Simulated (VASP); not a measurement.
Crystal: Ca2CuAs3.

```xyz
6
Lattice="0.0000 0.0000 3.7100 0.0000 -4.3020 0.0000 6.9664 2.1510 -1.8550" Properties=species:S:1:pos:R:3 pbc="T T T"
Ca    2.0899    0.0000    1.8550
Ca    4.8765   -2.1510    0.0000
Cu    0.0000   -2.1510    0.0000
As    4.7371    0.0000    1.8550
As    2.2292   -2.1510    0.0000
As    0.0000    0.0000    0.0000
```

| Quantity | Value |
| --- | --- |
| Program | VASP 6.6.1 |
| Task | relaxation of cell and atoms |
| Functional | PBE |
| Potentials or basis | VASP PAW PBE potentials, release 64 (Ca_sv, Cu, As) |
| Cutoff | 600 eV |
| k mesh | 5 × 5 × 5 |
| Occupations | fermi-dirac, width 0.1 eV |
| Spin | no spin polarisation |

At the start: pressure 23.0 GPa; volume 18.53 Å³/atom.

**Question.** Where does the relaxation end?

**Answer.** Over 19 steps the energy falls by 342.4 meV/atom and the volume is 24.91 Å³/atom (+34.4 %); space group Immm (No. 71, to 0.1 Å) before and after.

The path:
| step | energy change (eV) | largest force (eV/Å) | pressure (GPa) | volume (Å³) |
| --- | --- | --- | --- | --- |
| 1 | 0.0000 | 0.4656 | 23.04 | 111.19 |
| 2 | -1.5208 | 0.9502 | -4.65 | 159.75 |
| 3 | -1.8275 | 0.7643 | 0.48 | 141.72 |
| 4 | -1.8277 | 0.7751 | 0.23 | 142.38 |
| 5 | -1.9149 | 0.5225 | 0.09 | 144.11 |
| 6 | -2.0036 | 0.5163 | 0.32 | 149.13 |
| 7 | -2.0116 | 0.1968 | 0.16 | 147.86 |
| 8 | -2.0120 | 0.2596 | 0.19 | 148.12 |
| 9 | -2.0396 | 0.2098 | -0.09 | 149.66 |
| 10 | -2.0441 | 0.1813 | -0.20 | 150.48 |
| 11 | -2.0497 | 0.1209 | 0.06 | 149.54 |
| 12 | -2.0513 | 0.0639 | 0.33 | 148.59 |
| 13 | -2.0527 | 0.0864 | -0.15 | 149.60 |
| 14 | -2.0531 | 0.0670 | 0.00 | 149.28 |
| 15 | -2.0538 | 0.0485 | -0.01 | 149.38 |
| 16 | -2.0542 | 0.0230 | -0.02 | 149.51 |
| 17 | -2.0545 | 0.0177 | 0.00 | 149.42 |
| 18 | -2.0545 | 0.0174 | 0.00 | 149.41 |
| 19 | -2.0545 | 0.0026 | -0.02 | 149.44 |

Final structure:
```
Ca Cu As
1.0
     0.00000    0.00000    4.35426
     0.00000   -4.56769    0.00000
     7.51350    2.28385   -2.17713
Ca Cu As
2 1 3
Direct
  0.64661 0.14661 0.29321
  0.35339 0.85339 0.70679
  0.00000 0.50000 0.00000
  0.84374 0.34374 0.68749
  0.15626 0.65626 0.31251
  0.00000 0.00000 0.00000
```

Caveat: the volume moved by over 15 % at a fixed basis, so the end points are rough.
